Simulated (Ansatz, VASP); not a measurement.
# Pt: VASP beside Ansatz

```
CELL_PARAMETERS angstrom
0.00000 1.97087 1.97087
1.97087 0.00000 1.97087
1.97087 1.97087 0.00000
ATOMIC_POSITIONS crystal
Pt 0.00000 0.00000 0.00000
```

Change from the starting cell: volume scaled by 1.02, PAW files.

Alike in both runs: task electric field gradients; functional PBE; k mesh 18 × 18 × 18; occupations fermi-dirac, width 0.03 eV; no spin polarisation.

|  | VASP | Ansatz |
| --- | --- | --- |
| version | VASP 6.6.1 | Ansatz 0.2.0 |
| potentials or method | VASP PAW PBE potentials, release 64 (Pt) | PAW with Ansatz's default frozen-core files, scalar-relativistic |
| plane-wave cutoff (eV) | 520 | 420 |
| valence electrons in the cell | 10 | 18 |

VASP gave:

- pressure (GPa): 5.1

What did Ansatz give for the same quantities?

Pressure (GPa): 5.6.

With one functional, cell and mesh, what is left measures potentials, basis and numerics. VASP's potentials hold 10 valence electrons a cell and Ansatz's 18, so a difference there can come from the potentials and not from the codes.

Spin-orbit coupling is off throughout.
